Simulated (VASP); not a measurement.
# As (Fm-3m) in VASP: a series of runs, part 2 of 2

VASP 6.6.1. Earlier steps stand in the parts before.

### 4 Relaxation of cell and atoms, PBE

This run uses another cell than the first one, of 19.00 Å³/atom, 1.911 times its volume.

The input, INCAR:

```
SYSTEM = As
ALGO = Normal
EDIFF = 1E-7
EDIFFG = -0.005
ENCUT = 600
GGA = PE
IBRION = 2
ISIF = 3
ISMEAR = -1
LASPH = .True.
LCHARG = .False.
LREAL = .False.
LWAVE = .False.
NELM = 60
NSW = 60
PREC = Accurate
SIGMA = 0.08
```

The input, KPOINTS:

```
k-points
0
Gamma
  16 16 16
  0 0 0
```

The input, POSCAR:

```
As
1.0
    0.0000000000      2.1179117921      2.1179117921
    2.1179117921      0.0000000000      2.1179117921
    2.1179117921      2.1179117921      0.0000000000
As
1
Direct
    0.0000000000      0.0000000000      0.0000000000
```

Potentials or basis: VASP PAW PBE potentials, release 64 (As).

Started as:

```sh
cat potpaw_PBE.64/As/POTCAR > POTCAR
mpirun -np 1 vasp_std > vasp.out
```

OUTCAR:

```text
SYSTEM = As
   EDIFF = 1E-7
   EDIFFG = -0.005
   ENCUT = 600
   GGA = PE
   IBRION = 2
   ISIF = 3
   ISMEAR = -1
   LASPH = .True.
   LREAL = .False.
   NELM = 60
   NSW = 60
   PREC = Accurate

 ion  position               nearest neighbor table
   1  0.000  0.000  0.000-

  LATTYP: Found a face centered cubic cell.
 ALAT       =     4.2358235842

  Lattice vectors:

 A1 = (   0.0000000000,   2.1179117921,   2.1179117921)
 A2 = (   2.1179117921,   0.0000000000,   2.1179117921)
 A3 = (   2.1179117921,   2.1179117921,   0.0000000000)

Analysis of symmetry for initial positions (statically):
=====================================================================
 Subroutine PRICEL returns:
 Original cell was already a primitive cell.

 Routine SETGRP: Setting up the symmetry group for a
 face centered cubic supercell.

 Subroutine GETGRP returns: Found 48 space group operations
 (whereof 48 operations were pure point group operations)
 out of a pool of 48 trial point group operations.

[... 163 lines left out ...]

  FORCE on cell =-STRESS in cart. coord.  units (eV):
  Direction    XX          YY          ZZ          XY          YZ          ZX
  --------------------------------------------------------------------------------------
  -------------------------------------------------------------------------------------
  Total        0.1756840      0.1756840      0.1756840      0.0000000     -0.0000000      0.0000000
  in kB       14.8145775     14.8145775     14.8145775      0.0000000     -0.0000000      0.0000000
  external PRESSURE =      14.8145775 kB  Pullay stress =       0.0000000 kB
[... 57 lines left out ...]
--------------------------------------- Ionic step        3  -------------------------------------------

 number of electron       5.0000001 magnetization

 Free energy of the ion-electron system (eV)
  ---------------------------------------------------
  ext. energy  EPLUGINS =         0.00000000
  ---------------------------------------------------
  free energy    TOTEN  =        -4.13285484 eV

  energy without entropy =       -4.11813535  energy(sigma->0) =       -4.12549509

 E-fermi :   6.3568     XC(G=0): -10.7067

 val. band max:        6.3324612200   @ k =   0.5000   0.4375   0.0000
 cond. band min:       6.4042526312   @ k =   0.4375   0.3125   0.0625
 fundamental gap:      0.0717914111
 Fermi energy:         6.3568243082

 k-point     1 :       0.0000    0.0000    0.0000
  band No.  band energies     occupation
      1      -8.6416      2.00000
      2      12.0018      0.00000
      3      12.0018      0.00000
      4      12.0018      0.00000
      5      18.6599      0.00000
      6      18.6599      0.00000
[... 199 lines left out ...]
 k-point    24 :      -0.0625    0.0625    0.0000
  band No.  band energies     occupation
      1      -8.4009      2.00000
      2      10.4926      0.00000
      3      11.1634      0.00000
      4      11.9988      0.00000
      5      17.9070      0.00000
      6      18.8911      0.00000

 [... further k-points ...]
[... 5 lines left out ...]
  --------------------------------------------------------------------------------------
  -------------------------------------------------------------------------------------
  Total        0.0004085      0.0004085      0.0004085     -0.0000000     -0.0000000      0.0000000
  in kB        0.0338240      0.0338240      0.0338240     -0.0000000     -0.0000000      0.0000000
  external PRESSURE =       0.0338240 kB  Pullay stress =       0.0000000 kB
[... 16 lines left out ...]
  FREE ENERGIE OF THE ION-ELECTRON SYSTEM (eV)
  ---------------------------------------------------
  free  energy   TOTEN  =        -4.1328548427 eV

  energy  without entropy=       -4.1181353469  energy(sigma->0) =       -4.12549509

 reached required accuracy - stopping structural energy minimisation
```

CONTCAR:

```text
As
   1.00000000000000
     0.0000000000000000    2.1307798419236041    2.1307798419236041
     2.1307798419236041    0.0000000000000000    2.1307798419236041
     2.1307798419236041    2.1307798419236041    0.0000000000000000
  As
     1
Direct
     0.0000000000000000    0.0000000000000000    0.0000000000000000

  0.00000000E+00  0.00000000E+00  0.00000000E+00
```

Wall time 9.4 s (1 thread of Intel Xeon 6975P-C (Granite Rapids), shared host); peak memory 0.15 GiB.

What came out:

| Item | Value |
| --- | --- |
| Free energy | -4.1329 eV |
| Relaxed volume | 19.35 Å³/atom |
| Relaxed cell | a = 3.013 Å, b = 3.013 Å, c = 3.013 Å, α = 60.00°, β = 60.00°, γ = 60.00° |
| Space group after relaxing (to 0.05 Å) | Fm-3m (No. 225) |
| Energy gained by relaxing | 1.6 meV/atom |
| Ionic steps | 3 |
| Pressure after relaxing | 0.0 GPa |

Step by step:
| step | energy change (eV) | largest force (eV/Å) | pressure (GPa) | volume (Å³) |
| --- | --- | --- | --- | --- |
| 1 | 0.0000 | 0.0000 | 1.48 | 19.00 |
| 2 | -0.0013 | 0.0000 | -0.55 | 19.49 |
| 3 | -0.0016 | 0.0000 | 0.00 | 19.35 |

Final structure:
```cif
data_structure
_symmetry_space_group_name_H-M 'P 1'
_symmetry_Int_Tables_number 1
_cell_length_a 3.0134
_cell_length_b 3.0134
_cell_length_c 3.0134
_cell_angle_alpha 60.000
_cell_angle_beta 60.000
_cell_angle_gamma 60.000
_cell_volume 19.35
loop_
_atom_site_label
_atom_site_type_symbol
_atom_site_fract_x
_atom_site_fract_y
_atom_site_fract_z
_atom_site_occupancy
As1 As 0.00000 0.00000 0.00000 1
```

Levels at points of the mesh, in eV from the Fermi level:
| k point | band 1 | band 2 | band 3 | band 4 | band 5 | band 6 |
| --- | --- | --- | --- | --- | --- | --- |
| (0.00, 0.00, 0.00) | -15.00 | 5.64 | 5.64 | 5.64 | 12.30 | 12.30 |
| (0.50, 0.00, 0.00) | -10.69 | -6.63 | 3.96 | 3.96 | 9.64 | 11.25 |
| (0.50, 0.50, 0.00) | -8.87 | -5.56 | 0.53 | 0.53 | 5.02 | 5.67 |

### 5 Single point, PBE (volume scaled by 0.514, to set the pressure)

The input, INCAR:

```
ALGO = Normal
EDIFF = 1E-6
ENCUT = 520
GGA = PE
ISIF = 2
ISMEAR = -1
LASPH = True
LCHARG = True
LELF = True
LREAL = False
LVHAR = True
LWAVE = False
NBANDS = 8
NELM = 80
PREC = Accurate
SIGMA = 0.08
```

The input, KPOINTS:

```
k-points
0
Gamma
  19 19 19
```

The input, POSCAR:

```
As
1.0
    0.0000000000      1.7066296508      1.7066296508
    1.7066296508      0.0000000000      1.7066296508
    1.7066296508      1.7066296508      0.0000000000
As
1
Direct
    0.0000000000      0.0000000000      0.0000000000
```

Started as:

```sh
cat potpaw_PBE.64/As/POTCAR > POTCAR
mpirun -np 1 vasp_std > vasp.out
```

Wall time 21 s (1 thread of Intel Xeon 8259CL, shared host); peak memory 0.13 GiB.

It converged, with:

- Free energy: -0.4858 eV
- Pressure: 227.1 GPa

Levels at points of the mesh, in eV from the Fermi level:
```tsv
k point	band 1	band 2	band 3	band 4	band 5	band 6
(0.00, 0.00, 0.00)	-23.47	12.74	12.74	12.74	15.39	15.39
```

Caveat: the cell differs from its parent crystal (volume scaled by 0.514, to set the pressure).

### 6 Single point, PBE

The input, INCAR:

```
SYSTEM = As
ALGO     = Normal         ! electronic algorithm
EDIFF    = 1E-6           ! SCF threshold, eV
ENCUT    = 520            ! plane-wave cutoff, eV
GGA      = PE             ! functional
ISIF     = 2              ! what is computed and relaxed
ISMEAR   = -1             ! smearing method
LASPH    = .TRUE.         ! aspherical terms in the spheres
LCHARG   = .FALSE.        ! write CHGCAR
LREAL    = .FALSE.        ! projectors in reciprocal space
LWAVE    = .FALSE.        ! write WAVECAR
NBANDS   = 8              ! bands
NELM     = 80             ! most SCF steps
PREC     = Accurate       ! precision mode
SIGMA    = 0.08           ! smearing width, eV
```

The input, KPOINTS:

```
k-points
0
G
  19 19 19
  0 0 0
```

The input, POSCAR:

```
As
1.0
    0.0000000000      1.7063288433      1.7063288433
    1.7063288433      0.0000000000      1.7063288433
    1.7063288433      1.7063288433      0.0000000000
As
1
Direct
    0.0000000000      0.0000000000      0.0000000000
```

Potentials or basis: VASP PAW PBE potentials, release 64 (As).

Started as:

```sh
cat potpaw_PBE.64/As/POTCAR > POTCAR
mpirun -np 1 vasp_std > vasp.out
```

Run time: 21 s. Hardware: 1 thread of Intel Xeon 8259CL, shared host; peak memory 0.13 GiB.

Results (log left out):

```
Free energy : -0.4783 eV
Pressure    : 227.5 GPa
```

Levels at points of the mesh, in eV from the Fermi level:
| k point | band 1 | band 2 | band 3 | band 4 | band 5 | band 6 | band 7 |
| --- | --- | --- | --- | --- | --- | --- | --- |
| (0.00, 0.00, 0.00) | -23.48 | 12.75 | 12.75 | 12.75 | 15.39 | 15.39 | 15.39 |

### 7 The runs side by side

| task | cell | k mesh | cutoff (eV) | gap on the mesh (eV) | pressure (GPa) |
| --- | --- | --- | --- | --- | --- |
| relaxation of cell and atoms | relaxed to 220 GPa from a = 2.414 Å, angles 60.0°, 1 atom | 19 × 19 × 19 | 600 | none | 220.0 |
| relaxation of cell and atoms | relaxed to 220 GPa from a = 2.413 Å, angles 60.0°, 1 atom | 19 × 19 × 19 | 600 | none | 220.0 |
| relaxation of cell and atoms | relaxed from a = 2.995 Å, angles 60.0°, 1 atom | 16 × 16 × 16 | 600 | none | 0.0 |
| single point | a = 2.414 Å, angles 60.0°, 1 atom | 19 × 19 × 19 | 520 | none | 227.1 |
| single point | a = 2.413 Å, angles 60.0°, 1 atom | 19 × 19 × 19 | 520 | none | 227.5 |

Alike in all rows: level PBE; potentials or basis VASP PAW PBE potentials, release 64 (As); no spin polarisation; smearing fermi-dirac 0.08 eV.

Caveats: the cell is relaxed towards a set pressure, so the enthalpy falls and the energy may rise (some runs).

Absolute energies hang on the potentials; compare differences alone.
